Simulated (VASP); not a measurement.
Here is a VASP 6.6.1 calculation.

Contents of INCAR:

```
SYSTEM = Pt
PREC = Accurate
ENCUT = 520
EDIFF = 1E-6
ISMEAR = -1
SIGMA = 0.05
LREAL = .FALSE.
LASPH = .TRUE.
NELM = 80
ALGO = Normal
ISIF = 2
LWAVE = .FALSE.
LCHARG = .FALSE.
LDIPOL = .TRUE.
IDIPOL = 3
DIPOL = 0.5 0.5 0.294
GGA = PE
NBANDS = 11
```

Contents of KPOINTS:

```
Automatic mesh
0
G
  10 10 1
  0 0 0
```

Contents of POSCAR:

```
Pt
1.0
    2.5230800000      0.0000000000      0.0000000000
    0.0000000000      2.5230800000      0.0000000000
    0.0000000000      0.0000000000     23.8000000000
Pt
1
Direct
    0.0000000000      0.0000000000      0.2941200000
```

Potentials or basis: VASP PAW PBE potentials, release 64 (Pt).

The run is started by

```sh
$ cat potpaw_PBE.64/Pt/POTCAR > POTCAR
$ mpirun -np 1 vasp_std > vasp.out
```

Task: Estimate the band gap on the k mesh.

Result: Zero (band 5 reaches -1.63 eV, above the bottom of band 6 at -5.35 eV).

Caveat: spin-orbit coupling is left out, which moves the levels of the heavy elements.
